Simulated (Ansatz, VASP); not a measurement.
# H3C5I2N: VASP beside Ansatz

```
CELL_PARAMETERS angstrom
0.00000 8.51426 3.06801
3.36747 0.00000 3.06801
3.36747 8.51426 0.00000
ATOMIC_POSITIONS crystal
H 0.24219 0.49580 0.50420
H 0.49580 0.24219 0.75781
H 0.16163 0.16163 0.83837
C 0.61420 0.74760 0.25240
C 0.74760 0.61420 0.38580
C 0.38325 0.52487 0.47513
C 0.52487 0.38325 0.61675
C 0.34000 0.34000 0.66000
I 0.69438 0.03880 0.96120
I 0.03880 0.69438 0.30562
N 0.79278 0.79278 0.20722
```

Alike in both runs: functional PBE; dispersion D3(BJ); k mesh 4 × 4 × 4; occupations gaussian, width 0.02 eV; no spin polarisation.

Ansatz relaxed the structure, and its values are those at the end. VASP's run is a single point on that final structure, the one shown.

|  | VASP | Ansatz |
| --- | --- | --- |
| version | VASP 6.6.1 | Ansatz 0.2.0 |
| potentials or method | VASP PAW PBE potentials, release 64 (H, C, I, N), cutoff 600 eV | scalar-relativistic, plane waves, PAW |
| valence electrons in the cell | 42 | 62 |

Ansatz gave:

```
gap on the k mesh at the Fermi level (eV) : 2.84
least direct gap on the mesh (eV)         : 3.31
pressure (GPa)                            : 0.0
rms of the force components (eV/Å)        : 0.001
```

**Question.** Which values does VASP return?

**Answer.** gap on the k mesh at the Fermi level (eV): 2.85; least direct gap on the mesh (eV): 3.31; pressure (GPa): 0.0; rms of the force components (eV/Å): 0.029.

VASP's potentials hold 42 valence electrons a cell and Ansatz's 62, so a difference there can come from the potentials and not from the codes.

Spin-orbit coupling is off throughout.
